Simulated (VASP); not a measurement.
A run of VASP 6.6.1 is set up as follows.

POSCAR

```
Pb
1.0
    0.0000000000      2.4977703263      2.4977703263
    2.4977703263      0.0000000000      2.4977703263
    2.4977703263      2.4977703263      0.0000000000
Pb
1
Direct
    0.0000000000      0.0000000000      0.0000000000
```

INCAR.step1

```
PREC = Accurate ; ENCUT = 520
ISMEAR = 0 ; SIGMA = 0.1
LREAL = False ; LASPH = True
NELM = 100 ; NBANDS = 13
GGA = PE ; ALGO = Normal
EDIFF = 1E-4 ; LWAVE = True
LCHARG = False
```

File INCAR.step2:

```
PREC = Accurate ; ENCUT = 520
EDIFF = 1E-6 ; ISMEAR = 0
SIGMA = 0.1 ; LREAL = False
LASPH = True ; NELM = 100
ALGO = Normal ; ISIF = 2
LWAVE = False ; LCHARG = False
METAGGA = R2SCAN ; LMIXTAU = True
NBANDS = 13 ; ISTART = 1
```

Contents of KPOINTS:

```
regular mesh
0
Gamma
  14 14 14
```

Potentials or basis: VASP PAW PBE potentials, release 64 (Pb_d).

Run with:

```console
$ cat potpaw_PBE.64/Pb_d/POTCAR > POTCAR
$ cp INCAR.step1 INCAR
$ mpirun -np 1 vasp_std > vasp.out
$ cp INCAR.step2 INCAR
$ mpirun -np 1 vasp_std > vasp.out
```

Q: Estimate the pressure.

A: 0.0 GPa.

Q: Predict the band gap on the k mesh.

A: Zero (bands 7 and 8 overlap by 9.04 eV).

Caveat: the PAW data sets were made with another functional, which shifts forces and pressure a little; spin-orbit coupling is left out, which moves the levels of the heavy elements.
